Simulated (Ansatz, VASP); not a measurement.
**One calculation of NbP, two programs**

```xyz
4
Lattice="3.3893 0.0000 0.0000 0.0000 3.3893 0.0000 0.0000 0.0000 5.6962" Properties=species:S:1:pos:R:3 pbc="T T T"
Nb    0.0000    1.6947    1.8922
Nb    1.6947    0.0000    3.8040
P     0.0000    0.0000    0.0000
P     1.6947    1.6947    0.0000
```

Alike in both runs: functional r2SCAN; k mesh 14 × 14 × 8; occupations gaussian, width 0.1 eV; no spin polarisation.

Ansatz relaxed the structure, and its values are those at the end. VASP's run is a single point on that final structure, the one shown.

|  | VASP | Ansatz |
| --- | --- | --- |
| version | VASP 6.6.1 | Ansatz 0.2.0 |
| potentials or method | VASP PAW PBE potentials, release 64 (Nb_sv, P), cutoff 520 eV | scalar-relativistic, plane waves, PAW |
| valence electrons in the cell | 36 | 36 |

|  | VASP | Ansatz | Ansatz less VASP |
| --- | --- | --- | --- |
| gap on the k mesh at the Fermi level (eV) | none | none | - |
| pressure (GPa) | -0.4 | 0.0 | +0.42 |
| rms of the force components (eV/Å) | 0.016 | 0.000 | -0.0154 |

VASP's potentials were made for PBE, not for r2SCAN. A gap of «none» marks a metal or a gap that the smearing closes.
